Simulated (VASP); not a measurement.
Wanted: the native input for a VASP 6.6.1 run.

| Quantity | Value |
| --- | --- |
| Task | single point |
| Functional | PBE |
| Potentials or basis | VASP PAW PBE potentials, release 64 (Al, Ga_d, N) |
| Cutoff | 520 eV |
| k mesh | 12 × 12 × 12 |
| Occupations | gaussian, width 0.02 eV |
| Spin | no spin polarisation |
| Dipole correction | no |
| Further INCAR settings | ALGO = Normal; EDIFF = 1e-06; NBANDS = 31 |

The structure of AlGa2N3 lies in POSCAR:

```
AlGa2N3
1.0
   -1.5273055170      1.5273055170      6.4429002570
    1.5273055170     -1.5273055170      6.4429002570
    1.5273055170      1.5273055170     -6.4429002570
Al Ga N
1 2 3
Direct
    0.5000000000      0.5000000000      0.0000000000
    0.8355913243      0.8355913243      0.0000000000
    0.1644086757      0.1644086757      0.0000000000
    0.4216816580      0.9216816580      0.5000000000
    0.0783183420      0.5783183420      0.5000000000
    0.7500000000      0.2500000000      0.5000000000
```

One way to write it, as run:

INCAR

```
PREC = Accurate
ENCUT = 520
EDIFF = 1E-6
ISMEAR = 0
SIGMA = 0.02
LREAL = False
LASPH = True
NELM = 60
ALGO = Normal
ISIF = 2
LWAVE = False
LCHARG = False
GGA = PE
NBANDS = 31
```

KPOINTS

```
regular mesh
0
Gamma
  12 12 12
```

Potentials or basis: VASP PAW PBE potentials, release 64 (Al, Ga_d, N).

The run is started by

```console
$ cat potpaw_PBE.64/Al/POTCAR potpaw_PBE.64/Ga_d/POTCAR potpaw_PBE.64/N/POTCAR > POTCAR
$ mpirun -np 1 vasp_std > vasp.out
```

It gave:

* Pressure: 29.8 GPa
* Band gap on the k mesh: 3.15 eV

Caveat: the cell stands under pressure.

It took 11 min on 1 thread of Intel(R) Xeon(R) Platinum 8559C (Emerald Rapids) (shared host), peak memory 0.56 GiB.
